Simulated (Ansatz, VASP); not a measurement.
## CdI2 in VASP and in Ansatz

```
CELL_PARAMETERS angstrom
4.36361 0.00000 0.00000
-2.18181 3.77900 0.00000
0.00000 0.00000 6.48813
ATOMIC_POSITIONS crystal
Cd 0.00000 0.00000 0.00000
I 0.33333 0.66667 0.24920
I 0.66667 0.33333 0.75080
```

Alike in both runs: task single point; functional PBE; dispersion D3(BJ); k mesh 9 × 9 × 6; occupations gaussian, width 0.05 eV; no spin polarisation.

|  | VASP | Ansatz |
| --- | --- | --- |
| version | VASP 6.6.1 | Ansatz 0.2.0 |
| potentials or method | VASP PAW PBE potentials, release 64 (Cd, I), cutoff 500 eV | scalar-relativistic, plane waves, PAW |
| valence electrons in the cell | 26 | 54 |

|  | VASP | Ansatz | Ansatz less VASP |
| --- | --- | --- | --- |
| gap on the k mesh at the Fermi level (eV) | 2.09 | 2.11 | +0.019 |
| least direct gap on the mesh (eV) | 2.09 | 2.11 | +0.019 |
| pressure (GPa) | 0.3 | 0.2 | -0.12 |
| traceless stress, the component that is largest in VASP (GPa) | 1.25 | 1.27 | +0.021 |
| rms of the force components (eV/Å) | 0.133 | 0.124 | -0.0091 |

Atom by atom the forces differ by 0.009 eV/Å (rms over components). VASP's potentials hold 26 valence electrons a cell and Ansatz's 54, so a difference there can come from the potentials and not from the codes.

Neither program's run includes spin-orbit coupling.
